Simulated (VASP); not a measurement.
# Ca3Ni (P6_3/mmc) in VASP: a series of runs

Runs on Ca3Ni. Level: PBE. Tasks: single point, relaxation of cell and atoms.

All numbers are computed with VASP 6.6.1; they aren't measurements. Logs are shortened: lines on timing, memory, paths and dates and some standing lists are left out, and cuts for length are marked.

## Step 1: The cell of the first run

Symmetry: P6_3/mmc, No. 194, hexagonal system. The conventional cell has a = 7.150 Å, b = 7.150 Å, c = 5.205 Å, α = 90.00°, β = 90.00°, γ = 120.00°. Ca (site symmetry mm2) has 4 Ni at 3.23 to 3.58 Å and 8 Ca at 3.32 to 3.83 Å within 4.3 Å. Within 4.3 Å of Ni (site symmetry -6m2) lie 12 Ca at 3.23 to 3.58 Å.

## Step 2: Single point, PBE

Contents of INCAR:

```
SYSTEM = Ca3Ni
ALGO = Fast
EDIFF = 1E-6
ENCUT = 520
GGA = PE
ISIF = 2
ISMEAR = 0
LASPH = .True.
LCHARG = .False.
LREAL = .False.
LWAVE = .False.
NBANDS = 50
NELM = 60
PREC = Accurate
SIGMA = 0.1
```

Contents of KPOINTS:

```
k-points
0
Gamma
  3 3 4
  0 0 0
```

Contents of POSCAR:

```
Ca3Ni
1.0
    7.1500789428      0.0000000000      0.0000000000
   -3.5750394714      6.1921500035      0.0000000000
    0.0000000000      0.0000000000      5.2052170549
Ca Ni
6 2
Direct
    0.8213512933      0.6427025865      0.2500000000
    0.1786487067      0.8213512933      0.7500000000
    0.3572974135      0.1786487067      0.2500000000
    0.1786487067      0.3572974135      0.7500000000
    0.8213512933      0.1786487067      0.2500000000
    0.6427025865      0.8213512933      0.7500000000
    0.3333333333      0.6666666667      0.2500000000
    0.6666666667      0.3333333333      0.7500000000
```

Potentials or basis: VASP PAW PBE potentials, release 64 (Ca_sv, Ni).

Launch:

```
$ cat potpaw_PBE.64/Ca_sv/POTCAR potpaw_PBE.64/Ni/POTCAR > POTCAR
$ mpirun -np 1 vasp_std > vasp.out
```

OUTCAR:

```text
SYSTEM = Ca3Ni
   EDIFF = 1E-6
   ENCUT = 520
   GGA = PE
   ISIF = 2
   ISMEAR = 0
   LASPH = .True.
   LREAL = .False.
   NELM = 60
   PREC = Accurate

 ion  position               nearest neighbor table
   1  0.821  0.643  0.250-
   2  0.179  0.821  0.750-
   3  0.357  0.179  0.250-
   4  0.179  0.357  0.750-
   5  0.821  0.179  0.250-
   6  0.643  0.821  0.750-
   7  0.333  0.667  0.250-
   8  0.667  0.333  0.750-

  LATTYP: Found a hexagonal cell.
 ALAT       =     7.1500789428
 C/A-ratio  =     0.7279943476

  Lattice vectors:

 A1 = (   7.1500789428,   0.0000000000,   0.0000000000)
 A2 = (  -3.5750394714,   6.1921500035,   0.0000000000)
 A3 = (   0.0000000000,   0.0000000000,   5.2052170549)

Analysis of symmetry for initial positions (statically):
=====================================================================
 Subroutine PRICEL returns:
 Original cell was already a primitive cell.

 Routine SETGRP: Setting up the symmetry group for a
 hexagonal supercell.

 Subroutine GETGRP returns: Found 24 space group operations
 (whereof 12 operations were pure point group operations)
 out of a pool of 24 trial point group operations.

The static configuration has the point symmetry D_3d.
 The point group associated with its full space group is D_6h.

Analysis of symmetry for dynamics (positions and initial velocities):
=====================================================================
 Subroutine PRICEL returns:
 Original cell was already a primitive cell.

 Routine SETGRP: Setting up the symmetry group for a
 hexagonal supercell.

 Subroutine GETGRP returns: Found 24 space group operations
 (whereof 12 operations were pure point group operations)
 out of a pool of 24 trial point group operations.

The dynamic configuration has the point symmetry D_3d.
 The point group associated with its full space group is D_6h.

 Subroutine INISYM returns: Found 24 space group operations
 (whereof 12 operations are pure point group operations),
 and found     1 'primitive' translations

----------------------------------------------------------------------------------------

                                     Primitive cell

  volume of cell :     230.4577

  direct lattice vectors                    reciprocal lattice vectors
     7.150078943  0.000000000  0.000000000     0.139858596  0.080747398  0.000000000
    -3.575039471  6.192150004  0.000000000     0.000000000  0.161494796  0.000000000
     0.000000000  0.000000000  5.205217055     0.000000000  0.000000000  0.192114947

  length of vectors
     7.150078943  7.150078943  5.205217055     0.161494796  0.161494796  0.192114947

  position of ions in fractional coordinates (direct lattice)
     0.821351293  0.642702587  0.250000000
     0.178648707  0.821351293  0.750000000
     0.357297413  0.178648707  0.250000000
     0.178648707  0.357297413  0.750000000
     0.821351293  0.178648707  0.250000000
     0.642702587  0.821351293  0.750000000
     0.333333333  0.666666667  0.250000000
     0.666666667  0.333333333  0.750000000

  ion indices of the primitive-cell ions
   primitive index   ion index
                 1           1
                 2           2
                 3           3
                 4           4
                 5           5
                 6           6
                 7           7
                 8           8

----------------------------------------------------------------------------------------

 KPOINTS: k-points

Automatic generation of k-mesh.
 Grid dimensions read from file:
 generate k-points for:    3    3    4

 Generating k-lattice:

  Cartesian coordinates                     Fractional coordinates (reciprocal lattice)
     0.046619532  0.026915799  0.000000000     0.333333333  0.000000000  0.000000000
     0.000000000  0.053831599  0.000000000     0.000000000  0.333333333  0.000000000
     0.000000000  0.000000000  0.048028737     0.000000000  0.000000000  0.250000000

  Length of vectors
     0.053831599  0.053831599  0.048028737

  Shift w.r.t. Gamma in fractional coordinates (k-lattice)
     0.000000000  0.000000000  0.000000000

 Subroutine IBZKPT returns following result:
 ===========================================

 Found      9 irreducible k-points:

 Following reciprocal coordinates:
            Coordinates               Weight
  0.000000  0.000000  0.000000      1.000000
  0.333333 -0.000000  0.000000      6.000000
  0.333333  0.333333  0.000000      2.000000
  0.000000  0.000000  0.250000      2.000000
  0.333333 -0.000000  0.250000     12.000000
  0.333333  0.333333  0.250000      4.000000
  0.000000  0.000000  0.500000      1.000000
  0.333333 -0.000000  0.500000      6.000000
  0.333333  0.333333  0.500000      2.000000
   k-points           NKPTS =      9   k-points in BZ     NKDIM =      9   number of bands    NBANDS=     50
   number of dos      NEDOS =    301   number of ions     NIONS =      8
   total plane-waves  NPLWV = 116640
   dimension x,y,z NGX =    54 NGY =   54 NGZ =   40
   dimension x,y,z NGXF=   108 NGYF=  108 NGZF=   80
   ions per type =               6   2
   NGX,Y,Z   is equivalent  to a cutoff of  12.56, 12.56, 12.78 a.u.
   NGXF,Y,Z  is equivalent  to a cutoff of  25.11, 25.11, 25.55 a.u.
 SYSTEM =  Ca3Ni
   PREC   = accura    normal or accurate (medium, high low for compatibility)
   ISTART =      0    job   : 0-new  1-cont  2-samecut
   ICHARG =      2    charge: 1-file 2-atom 10-const
   ISPIN  =      1    spin polarized calculation?
   LNONCOLLINEAR =      F non collinear calculations
   LSORBIT =      F    spin-orbit coupling
   LASPH  =      T    aspherical Exc in radial PAW
   ENCUT  =  520.0 eV  38.22 Ry    6.18 a.u.  13.29 13.29  9.68*2*pi/ulx,y,z
   NELM   =     60;   NELMIN=  2; NELMDL= -5     # of ELM steps
   EDIFF  = 0.1E-05   stopping-criterion for ELM
   LREAL  =      F    real-space projection
   EDIFFG = 0.1E-04   stopping-criterion for IOM
   NSW    =      0    number of steps for IOM
   IBRION =     -1    ionic relax: 0-MD 1-quasi-New 2-CG
   NFREE  =      0    steps in history (QN), initial steepest desc. (CG)
   ISIF   =      2    stress and relaxation
   ISYM   =      2    0-nonsym 1-usesym 2-fastsym
   POTIM  = 0.5000    time-step for ionic-motion
   TEBEG  =    0.0;   TEEND  =   0.0 temperature during run
   PSTRESS=    0.0 pullay stress
   NELECT =      80.0000    total number of electrons
   NUPDOWN=      -1.0000    fix difference up-down
   EMIN   =  10.00;   EMAX   =-10.00  energy-range for DOS
   EFERMI =   0.00;   METHOD = LEGACY
   ISMEAR =     0;   SIGMA  =   0.10  broadening in eV -4-tet -1-fermi 0-gaus
   EFERMI_NEDOS =   21; number of points for ismear=-14 and -15
   IALGO  =     68    algorithm
   IMIX   =      4    mixing-type and parameters
     AMIX     =   0.40;   BMIX     =  1.00
     AMIX_MAG =   1.60;   BMIX_MAG =  1.00
  volume/ion in A,a.u.               =      28.81       194.40
  Fermi-wavevector in a.u.,A,eV,Ry     =   1.150556  2.174236 18.011109  1.323779
  Thomas-Fermi vector in A             =   2.287219
   LORBIT       =      0    0 simple, 1 ext, 2 COOP (PROOUT), +10 PAW based schemes
   GGA     = PE    functional components
   LHFCALC =     F    Hartree Fock is set to
   AEXX    =    0.0000 exact exchange contribution
   IVDW    =     0    specifies the selected vdW correction
   LEPSILON=     F    determine dielectric tensor
   LRPA    =     F    only Hartree local field effects (RPA)
 non-spin polarized calculation
 RMM-DIIS sequential band-by-band and
 Gauss-broadening in eV      SIGMA  =   0.10
  energy-cutoff  :      520.00
  volume of cell :      230.46
 maximum number of plane-waves:      6223
 NGX is ok and might be reduce to    54
   NGX = 27   NGY = 27   NGZ = 19

 number of electron      80.0000011 magnetization

 Free energy of the ion-electron system (eV)
  ---------------------------------------------------
  ext. energy  EPLUGINS =         0.00000000
  ---------------------------------------------------
  free energy    TOTEN  =       -21.12406896 eV

  energy without entropy =      -21.06265173  energy(sigma->0) =      -21.09336035

 E-fermi :   3.2127     XC(G=0):  -8.8703

 val. band max:        3.1905833496   @ k =   0.0000   0.0000   0.0000
 cond. band min:       3.2191940311   @ k =   0.3333  -0.0000   0.2500
 fundamental gap:      0.0286106815
 Fermi energy:         3.2126593528

 k-point     1 :       0.0000    0.0000    0.0000
  band No.  band energies     occupation
      1     -38.3544      2.00000
      2     -38.3091      2.00000
      3     -38.3091      2.00000
      4     -38.3026      2.00000
      5     -38.2841      2.00000
      6     -38.2841      2.00000
[... 42 lines left out ...]
     49       4.7212      0.00000
     50       4.7212      0.00000

 k-point     2 :       0.3333   -0.0000    0.0000
  band No.  band energies     occupation
      1     -38.3446      2.00000
      2     -38.3222      2.00000
      3     -38.3093      2.00000
      4     -38.3048      2.00000
      5     -38.2839      2.00000
      6     -38.2786      2.00000
[... 42 lines left out ...]
     49       4.6418      0.00000
     50       5.2018      0.00000

 k-point     3 :       0.3333    0.3333    0.0000
  band No.  band energies     occupation
      1     -38.3290      2.00000
      2     -38.3290      2.00000
      3     -38.3268      2.00000
      4     -38.2915      2.00000
      5     -38.2915      2.00000
      6     -38.2757      2.00000
[... 42 lines left out ...]
     49       4.7994      0.00000
     50       5.2677      0.00000

 k-point     4 :       0.0000    0.0000    0.2500
  band No.  band energies     occupation
      1     -38.3468      2.00000
      2     -38.3102      2.00000
      3     -38.3054      2.00000
      4     -38.3054      2.00000
      5     -38.2877      2.00000
      6     -38.2877      2.00000
[... 204 lines left out ...]
 k-point     8 :       0.3333   -0.0000    0.5000
  band No.  band energies     occupation
      1     -38.3255      2.00000
      2     -38.3255      2.00000
      3     -38.2995      2.00000
      4     -38.2995      2.00000
      5     -38.2966      2.00000
      6     -38.2966      2.00000
[... 42 lines left out ...]
     49       5.1295      0.00000
     50       5.2743      0.00000

 k-point     9 :       0.3333    0.3333    0.5000
  band No.  band energies     occupation
      1     -38.3238      2.00000
      2     -38.3238      2.00000
      3     -38.3013      2.00000
      4     -38.3013      2.00000
      5     -38.2966      2.00000
      6     -38.2966      2.00000
[... 42 lines left out ...]
     49       5.0151      0.00000
     50       5.1169      0.00000

------------------------ aborting loop because EDIFF is reached ----------------------------------------

  FORCE on cell =-STRESS in cart. coord.  units (eV):
  Direction    XX          YY          ZZ          XY          YZ          ZX
  --------------------------------------------------------------------------------------
  -------------------------------------------------------------------------------------
  Total        0.1531402      0.1531402      0.0417225      0.0000000     -0.0000000     -0.0000000
  in kB        1.0646547      1.0646547      0.2900615      0.0000000     -0.0000000     -0.0000000
  external PRESSURE =       0.8064570 kB  Pullay stress =       0.0000000 kB

 VOLUME and BASIS-vectors are now :
 -----------------------------------------------------------------------------
  energy-cutoff  :      520.00
  volume of cell :      230.46
      direct lattice vectors                 reciprocal lattice vectors
     7.150078943  0.000000000  0.000000000     0.139858596  0.080747398  0.000000000
    -3.575039471  6.192150004  0.000000000     0.000000000  0.161494796  0.000000000
     0.000000000  0.000000000  5.205217055     0.000000000  0.000000000  0.192114947

 POSITION                                       TOTAL-FORCE (eV/Angst)
 -----------------------------------------------------------------------------------
      3.57504      3.97971      1.30130        -0.000000      0.007629      0.000000
     -1.65901      5.08593      3.90391        -0.006607      0.003815      0.000000
      1.91603      1.10622      1.30130        -0.006607     -0.003815     -0.000000
     -0.00000      2.21244      3.90391         0.000000     -0.007629     -0.000000
      5.23405      1.10622      1.30130         0.006607     -0.003815      0.000000
      1.65901      5.08593      3.90391         0.006607      0.003815      0.000000
     -0.00000      4.12810      1.30130         0.000000     -0.000000      0.000000
      3.57504      2.06405      3.90391        -0.000000     -0.000000      0.000000
 -----------------------------------------------------------------------------------
    total drift:                               -0.000000      0.000000      0.000000

  FREE ENERGIE OF THE ION-ELECTRON SYSTEM (eV)
  ---------------------------------------------------
  free  energy   TOTEN  =       -21.1240689621 eV

  energy  without entropy=      -21.0626517292  energy(sigma->0) =      -21.09336035
```

Run time: 7.9 min. Hardware: 1 thread of Intel Xeon 6975P-C (Granite Rapids), shared host; peak memory 0.38 GiB.

What came out:

```yaml
Free_energy: -21.1241 eV
Pressure: 0.1 GPa
Largest_force: 0.008 eV/Å
Band_gap_on_the_k_mesh: zero (bands 40 and 41 overlap by 0.70 eV)
```

Forces in eV/Å, atoms in the order of the input:
```
Ca   0.000  0.008  0.000
Ca  -0.007  0.004  0.000
Ca  -0.007 -0.004  0.000
Ca   0.000 -0.008  0.000
Ca   0.007 -0.004  0.000
Ca   0.007  0.004  0.000
Ni   0.000  0.000  0.000
Ni   0.000  0.000  0.000
```

Levels at points of the mesh, in eV from the Fermi level:
| k point | band 36 | band 37 | band 38 | band 39 | band 40 | band 41 | band 42 | band 43 | band 44 | band 45 |
| --- | --- | --- | --- | --- | --- | --- | --- | --- | --- | --- |
| (0.00, 0.00, 0.00) | -0.96 | -0.93 | -0.46 | -0.46 | -0.22 | -0.22 | -0.02 | 0.50 | 1.11 | 1.11 |
| (0.00, 0.00, 0.50) | -0.95 | -0.91 | -0.91 | 0.47 | 0.47 | 0.47 | 0.47 | 0.56 | 0.56 | 0.79 |

(Continued in part 2 of 2.)

The gap in the log of VASP goes by the Fermi energy; the results here count the filled bands.